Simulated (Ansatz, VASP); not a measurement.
**La: VASP beside Ansatz**

```xyz
2
Lattice="3.7500 0.0000 0.0000 -1.8750 3.2476 0.0000 0.0000 0.0000 6.1307" Properties=species:S:1:pos:R:3 pbc="T T T"
La    1.8750    1.0825    4.5980
La    0.0000    2.1651    1.5327
```

Alike in both runs: functional PBE; k mesh 7 × 7 × 4; occupations fermi-dirac, width 0.05 eV; no spin polarisation.

```csv
,VASP,Ansatz
version,VASP 6.6.1,Ansatz 0.2.0
potentials or method,"VASP PAW PBE potentials, release 64 (La)",Ansatz PAW
plane-wave cutoff (eV),520,420
valence electrons in the cell,22,22
task,single point,band structure
```

Ansatz gave:

```
gap on the k mesh at the Fermi level (eV)                     : none
pressure (GPa)                                                : 0.3
traceless stress, the component that is largest in VASP (GPa) : 0.43
```

Task: What did VASP give for the same quantities?

Result: gap on the k mesh at the Fermi level (eV): none; pressure (GPa): 0.4; traceless stress, the component that is largest in VASP (GPa): 0.41.

A gap of «none» marks a metal or a gap that the smearing closes.

Spin-orbit coupling is off throughout.
